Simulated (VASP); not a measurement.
TePt3:

```
Te Pt
1.0
    -2.76263    2.76263    2.76263
     2.76263   -2.76263    2.76263
     2.76263    2.76263   -2.76263
Te Pt
1 3
Direct
  0.00000 0.00000 0.00000
  0.00000 0.50000 0.50000
  0.50000 0.00000 0.50000
  0.50000 0.50000 0.00000
```

- Program: VASP 6.6.1
- Task: relaxation of cell and atoms
- Functional: PBE
- Potentials or basis: VASP PAW PBE potentials, release 64 (Te, Pt)
- Cutoff: 600 eV
- k mesh: 4 × 4 × 4
- Occupations: gaussian, width 0.1 eV
- Spin: no spin polarisation

At the start: pressure -10.7 GPa; volume 21.08 Å³/atom.

Q: Where does the relaxation end?

A: Over 4 steps the energy falls by 63.4 meV/atom and the volume is 19.37 Å³/atom (-8.1 %); space group Im-3m (No. 229, to 0.05 Å).

The path:
| step | energy change (eV) | largest force (eV/Å) | pressure (GPa) | volume (Å³) |
| --- | --- | --- | --- | --- |
| 1 | 0.0000 | 0.0000 | -10.72 | 84.34 |
| 2 | 0.4254 | 0.0000 | 26.83 | 68.26 |
| 3 | -0.2533 | 0.0000 | -0.46 | 77.65 |
| 4 | -0.2537 | 0.0000 | -0.09 | 77.47 |

Final structure:
```cif
data_structure
_symmetry_space_group_name_H-M 'P 1'
_symmetry_Int_Tables_number 1
_cell_length_a 4.6513
_cell_length_b 4.6513
_cell_length_c 4.6513
_cell_angle_alpha 109.471
_cell_angle_beta 109.471
_cell_angle_gamma 109.471
_cell_volume 77.47
loop_
_atom_site_label
_atom_site_type_symbol
_atom_site_fract_x
_atom_site_fract_y
_atom_site_fract_z
_atom_site_occupancy
Te1 Te 0.00000 0.00000 0.00000 1
Pt1 Pt 0.00000 0.50000 0.50000 1
Pt2 Pt 0.50000 0.00000 0.50000 1
Pt3 Pt 0.50000 0.50000 0.00000 1
```

Caveat: the k points lie up to 0.41 Å⁻¹ apart in the final cell.
